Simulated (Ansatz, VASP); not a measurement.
Cu in VASP and in Ansatz

```
CELL_PARAMETERS angstrom
-1.56904 1.56904 1.37608
1.56904 -1.56904 1.37608
1.56904 1.56904 -1.37608
ATOMIC_POSITIONS crystal
Cu 0.00000 0.00000 0.00000
```

Change from the starting cell: strain +0.0875 x Voigt [1, 1, 0, 0, 0, 0], atoms carried along.

Alike in both runs: task single point; functional LDA; k mesh 24 × 24 × 24; occupations gaussian, width 0.15 eV; no spin polarisation.

|  | VASP | Ansatz |
| --- | --- | --- |
| version | VASP 6.6.1 | Ansatz 0.2.0 |
| potentials or method | VASP PAW LDA potentials, release 64 (Cu), cutoff 520 eV | scalar-relativistic, plane waves, PAW |
| valence electrons in the cell | 11 | 19 |

|  | VASP | Ansatz | Ansatz less VASP |
| --- | --- | --- | --- |
| gap on the k mesh at the Fermi level (eV) | none | none | - |
| pressure (GPa) | -21.9 | -23.0 | -1.13 |
| traceless stress, the component that is largest in VASP (GPa) | -0.24 | -0.29 | -0.059 |

LDA's correlation is that of Perdew and Zunger in VASP and of Perdew and Wang (1992) in Ansatz. A gap of «none» marks a metal or a gap that the smearing closes. VASP's potentials hold 11 valence electrons a cell and Ansatz's 19, so a difference there can come from the potentials and not from the codes.
